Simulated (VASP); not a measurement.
## TaGe3W2: relaxation of cell and atoms with PBE

Crystal: TaGe3W2.

```
Ta Ge W
1.0
     5.46570    0.00000    0.00000
    -2.73285    4.73343    0.00000
     0.00000    0.00000    7.60659
Ta Ge W
2 6 4
Cartesian
  0.0000 0.0000 3.8033
  0.0000 0.0000 0.0000
  1.8543 0.0000 1.9016
  3.6114 0.0000 5.7049
  -0.9272 1.6059 1.9016
  -1.8057 3.1275 5.7049
  1.8057 3.1275 1.9016
  0.9272 1.6059 5.7049
  2.7328 1.5778 3.8033
  0.0000 3.1556 0.0000
  0.0000 3.1556 3.8033
  2.7328 1.5778 0.0000
```

* Program: VASP 6.6.1
* Task: relaxation of cell and atoms
* Functional: PBE
* Potentials or basis: VASP PAW PBE potentials, release 64 (Ta_pv, Ge_d, W_sv)
* Cutoff: 600 eV
* k mesh: 6 × 6 × 4
* Occupations: gaussian, width 0.1 eV
* Spin: no spin polarisation
* Dipole correction: no
* Further INCAR settings: ALGO = Fast; EDIFF = 1e-06; IBRION = 2; EDIFFG = -0.01; NSW = 100; ISIF = 3

- Relaxed volume: 16.34 Å³/atom
- Relaxed cell: a = 5.428 Å, b = 5.428 Å, c = 7.685 Å, α = 90.00°, β = 90.00°, γ = 120.00°
- Space group after relaxing (to 0.1 Å): P6_3/mcm (No. 193)
- Energy gained by relaxing: 0.5 meV/atom
- Ionic steps: 19
- Pressure after relaxing: 0.0 GPa
- Largest force after relaxing: 0.010 eV/Å
- Band gap on the k mesh: zero (bands 81 and 82 overlap by 1.16 eV)

Forces on the atoms (eV/Å):
```
Ta   0.000  0.000  0.000
Ta   0.000  0.000  0.000
Ge   0.010  0.000  0.000
Ge  -0.010  0.000  0.000
Ge  -0.005  0.008  0.000
Ge   0.005 -0.008  0.000
Ge  -0.005 -0.008  0.000
Ge   0.005  0.008  0.000
W    0.000  0.000  0.000
W    0.000  0.000  0.000
W    0.000  0.000  0.000
W    0.000  0.000  0.000
```

The path:
```tsv
step	energy change (eV)	largest force (eV/Å)	pressure (GPa)	volume (Å³)
1	0.0000	0.0012	-0.12	196.79
2	-0.0014	0.0047	0.16	196.44
3	-0.0025	0.0131	0.52	195.93
4	-0.0006	0.0247	1.33	194.89
5	-0.0026	0.0149	0.60	195.76
6	-0.0030	0.0162	0.61	195.76
7	-0.0040	0.0190	0.51	195.77
8	-0.0054	0.0230	0.35	195.77
9	-0.0053	0.0241	0.30	195.77
10	-0.0056	0.0204	0.15	195.90
11	-0.0056	0.0201	0.12	195.94
12	-0.0058	0.0191	0.05	196.03
13	-0.0059	0.0161	-0.18	196.20
14	-0.0059	0.0213	0.09	196.08
15	-0.0059	0.0161	-0.06	196.14
16	-0.0059	0.0195	-0.04	196.12
17	-0.0059	0.0194	0.02	196.11
18	-0.0059	0.0155	0.01	196.11
19	-0.0059	0.0098	0.01	196.11
```

Final structure:
```cif
data_structure
_symmetry_space_group_name_H-M 'P 1'
_symmetry_Int_Tables_number 1
_cell_length_a 5.4284
_cell_length_b 5.4284
_cell_length_c 7.6847
_cell_angle_alpha 90.000
_cell_angle_beta 90.000
_cell_angle_gamma 120.000
_cell_volume 196.11
loop_
_atom_site_label
_atom_site_type_symbol
_atom_site_fract_x
_atom_site_fract_y
_atom_site_fract_z
_atom_site_occupancy
Ta1 Ta 0.00000 0.00000 0.50000 1
Ta2 Ta 0.00000 0.00000 0.00000 1
Ge1 Ge 0.33949 0.00000 0.25000 1
Ge2 Ge 0.66051 0.00000 0.75000 1
Ge3 Ge 0.00000 0.33949 0.25000 1
Ge4 Ge 0.00000 0.66051 0.75000 1
Ge5 Ge 0.66051 0.66051 0.25000 1
Ge6 Ge 0.33949 0.33949 0.75000 1
W1 W 0.66667 0.33333 0.50000 1
W2 W 0.33333 0.66667 0.00000 1
W3 W 0.33333 0.66667 0.50000 1
W4 W 0.66667 0.33333 0.00000 1
```

Levels at points of the mesh, in eV from the Fermi level:
| k point | band 80 | band 81 | band 82 | band 83 | band 84 | band 85 |
| --- | --- | --- | --- | --- | --- | --- |
| (0.00, 0.00, 0.00) | -0.45 | -0.31 | -0.31 | 0.69 | 0.76 | 0.76 |
| (0.50, 0.00, 0.00) | -0.20 | 0.05 | 0.05 | 0.35 | 0.38 | 0.81 |
| (0.00, 0.00, 0.50) | -0.70 | -0.70 | -0.70 | 1.11 | 1.11 | 1.11 |
| (0.50, 0.00, 0.50) | -0.72 | -0.50 | -0.50 | 0.82 | 0.82 | 1.23 |

Run time: 2.6 h on 1 thread of Oxide Virtual Turin-like Processor, on a shared host, peak memory 0.62 GiB.

Caveat: spin-orbit coupling is left out, which moves the levels of the heavy elements.
